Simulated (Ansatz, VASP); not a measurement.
**One calculation of KBr3, two programs**

INCAR

```
SYSTEM = KBr3
PREC = Accurate
ENCUT = 520
EDIFF = 1E-6
ISMEAR = 0
SIGMA = 0.1
LREAL = .FALSE.
LASPH = .TRUE.
NELM = 80
ALGO = Normal
ISIF = 2
LWAVE = .FALSE.
LCHARG = .FALSE.
GGA = PE
NBANDS = 40
```

Contents of KPOINTS:

```
Automatic mesh
0
G
  4 4 2
  0 0 0
```

The input POSCAR:

```
KBr3
1.0
    4.7858664500      0.0000000000      0.0000000000
    0.0000000000      4.7858664500      0.0000000000
    0.0000000000      0.0000000000     10.8963748400
K Br
2 6
Direct
    0.0000000000      0.0000000000      0.0000000000
    0.5000000000      0.5000000000      0.5000000000
    0.0000000000      0.0000000000      0.5000000000
    0.5000000000      0.5000000000      0.0000000000
    0.0000000000      0.5000000000      0.1753643400
    0.5000000000      0.0000000000      0.8246356600
    0.5000000000      0.0000000000      0.3246356600
    0.0000000000      0.5000000000      0.6753643400
```

Input for Ansatz:

```yaml
crystal:
  lattice:
    - [4.78586645, 0.0, 0.0]
    - [0.0, 4.78586645, 0.0]
    - [0.0, 0.0, 10.89637484]
  atoms:
    - { symbol: K, position: [0.0, 0.0, 0.0] }
    - { symbol: K, position: [0.5, 0.5, 0.5] }
    - { symbol: Br, position: [0.0, 0.0, 0.5] }
    - { symbol: Br, position: [0.5, 0.5, 0.0] }
    - { symbol: Br, position: [0.0, 0.5, 0.17536434] }
    - { symbol: Br, position: [0.5, 0.0, 0.82463566] }
    - { symbol: Br, position: [0.5, 0.0, 0.32463566] }
    - { symbol: Br, position: [0.0, 0.5, 0.67536434] }
basis:
  ecutwfc: 420
kpoints:
  mp_grid: { grid: [4, 4, 2] }
hamiltonian:
  xc: pbe
scf:
  occupations: { method: gaussian, width: 0.1 }
  lower_state_search: "off"
output:
  forces: true
  stress: true
  eigenvalues: true
```

Alike in both runs: task single point; functional PBE; k mesh 4 × 4 × 2; occupations gaussian, width 0.1 eV; no spin polarisation.

```csv
,VASP,Ansatz
version,VASP 6.6.1,Ansatz 0.2.0
potentials or method,"VASP PAW PBE potentials, release 64 (K_sv, Br), cutoff 520 eV","scalar-relativistic, plane waves, PAW"
valence electrons in the cell,60,60
```

```csv
,VASP,Ansatz,Ansatz less VASP
gap on the k mesh at the Fermi level (eV),none,none,-
pressure (GPa),3.5,3.5,-0.05
"traceless stress, the component that is largest in VASP (GPa)",-0.13,-0.13,+0.007
rms of the force components (eV/Å),0.283,0.279,-0.0043
```

Atom by atom the forces differ by 0.004 eV/Å (rms over components). A gap of «none» marks a metal or a gap that the smearing closes. With one functional, cell and mesh, what is left measures potentials, basis and numerics.
